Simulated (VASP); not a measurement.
Crystal: Au.

```
Au
1.0
     0.00000    2.07860    2.07860
     2.07860    0.00000    2.07860
     2.07860    2.07860    0.00000
Au
1
Direct
  0.00000 0.00000 0.00000
```

Base run:

```yaml
Program: VASP 6.6.1
Functional: PBE
Potentials_or_basis: VASP PAW PBE potentials, release 64 (Au)
Cutoff: 520 eV
k_mesh: 21 × 21 × 21
Occupations: fermi-dirac, width 0.05 eV
Spin: non-collinear spin, zero start, spin-orbit coupling
Starting_moments: "[[0.0, 0.0, 0.0]] μB"
```

Its results: pressure -1.3 GPa.

Problem. The run is repeated on the same cell with these changes: spin from non-collinear spin, zero start, spin-orbit coupling to no spin polarisation; further incar settings from ALGO = Normal; EDIFF = 1e-06; NBANDS = 22 to ALGO = Normal; EDIFF = 1e-06; NBANDS = 12. What comes out?

Solution. Pressure -0.2 GPa.
